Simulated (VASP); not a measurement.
A run of VASP 6.6.1:

The input INCAR:

```
SYSTEM = CaB2
PREC = Accurate
ENCUT = 520
EDIFF = 1E-6
ISMEAR = 1
SIGMA = 0.05
LREAL = .False.
LASPH = .True.
NELM = 80
ALGO = Normal
ISIF = 2
LWAVE = .False.
LCHARG = .False.
GGA = PE
NBANDS = 15
```

Contents of KPOINTS:

```
Automatic mesh
0
Gamma
  12 12 9
  0 0 0
```

POSCAR

```
CaB2
1.0
    3.1780338258      0.0000000000      0.0000000000
   -1.5890169129      2.7522580311      0.0000000000
    0.0000000000      0.0000000000      4.1922152078
Ca B
1 2
Direct
    0.0000000000      0.0000000000      0.0000000000
    0.3333333333      0.6666666667      0.5000000000
    0.6666666667      0.3333333333      0.5000000000
```

Potentials or basis: VASP PAW PBE potentials, release 64 (Ca_sv, B).

The run is started by

```bash
$ cat potpaw_PBE.64/Ca_sv/POTCAR potpaw_PBE.64/B/POTCAR > POTCAR
$ mpirun -np 1 vasp_std > vasp.out
```

Hardware: 1 thread of Intel(R) Xeon(R) Platinum 8559C (Emerald Rapids), with other jobs on the host.

Problem. How long does it take, and how much memory?

Solution. Run time: 20 s on 1 thread of Intel(R) Xeon(R) Platinum 8559C (Emerald Rapids), with other jobs on the host, peak memory 0.18 GiB. Counts: scf iterations 14, k points 95.
